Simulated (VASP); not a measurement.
Runs of VASP 6.6.1 on Cu. The structure is that of space group Fm-3m (No. 225), or close to it. The cells are those of the table. 

```csv
spin,cell,k mesh,smearing,gap on the mesh (eV),pressure (GPa)
off,"a = 2.487 Å, angles 60.0°, 1 atom",15 × 15 × 15,methfessel-paxton 0.1 eV,none,0.7
off,"a = 2.384 Å, angles 60.0°, 1 atom",25 × 25 × 25,fermi-dirac 0.1 eV,none,(a)
off,"a = 2.487 Å, angles 60.0°, 1 atom",15 × 15 × 15,gaussian 0.01 eV,none,0.7
off,"a = 2.487 Å, angles 60.0°, 1 atom",15 × 15 × 15,methfessel-paxton 0.01 eV,none,0.7
off,"a = 2.487 Å, angles 60.0°, 1 atom",15 × 15 × 15,methfessel-paxton 0.2 eV,none,0.7
"non-collinear, zero start, SOC","a = 2.487 Å, angles 60.0°, 1 atom",15 × 15 × 15,fermi-dirac 0.1 eV,-,1.0
off,"a = 2.487 Å, angles 60.0°, 1 atom",15 × 15 × 15,fermi-dirac 0.1 eV,none,0.9
```

Alike in all rows: task single point; level LDA; potentials or basis VASP PAW LDA potentials, release 64 (Cu); cutoff (eV) 520.

Question: Estimate the missing entries.

Answer: (a) 34.3.

A gap of «none» marks levels without a gap at the run's occupations.
